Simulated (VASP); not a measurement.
Here is a VASP 6.6.1 calculation.

INCAR

```
PREC = Accurate
ENCUT = 520
EDIFF = 1E-6
ISMEAR = -1
SIGMA = 0.05
LREAL = F
LASPH = T
NELM = 60
ALGO = Normal
ISIF = 2
LWAVE = F
LCHARG = F
LDIPOL = T
IDIPOL = 3
DIPOL = 0.5 0.5 0.500
GGA = PE
NBANDS = 16
```

File KPOINTS:

```
regular mesh
0
Gamma
  6 4 1
```

File POSCAR:

```
Cs
1.0
    5.4974881302      0.0000000000      0.0000000000
    0.0000000000      8.9059307710      0.0000000000
    0.0000000000      0.0000000000     21.5870000000
Cs
2
Direct
    0.7500000000      0.7500000000      0.4632420411
    0.2500000000      0.2500000000      0.5367579589
```

Potentials or basis: VASP PAW PBE potentials, release 64 (Cs_sv).

Run with:

```sh
$ cat potpaw_PBE.64/Cs_sv/POTCAR > POTCAR
$ mpirun -np 1 vasp_std > vasp.out
```

Question: What does it give for the largest force?

Answer: 0.019 eV/Å.

Question: Predict the band gap on the k mesh.

Answer: Zero (bands 9 and 10 overlap by 1.00 eV).

Forces in eV/Å, atoms in the order of the input:
```
Cs   0.000  0.000  0.019
Cs   0.000  0.000 -0.019
```

Caveat: spin-orbit coupling is left out, which moves the levels of the heavy elements.
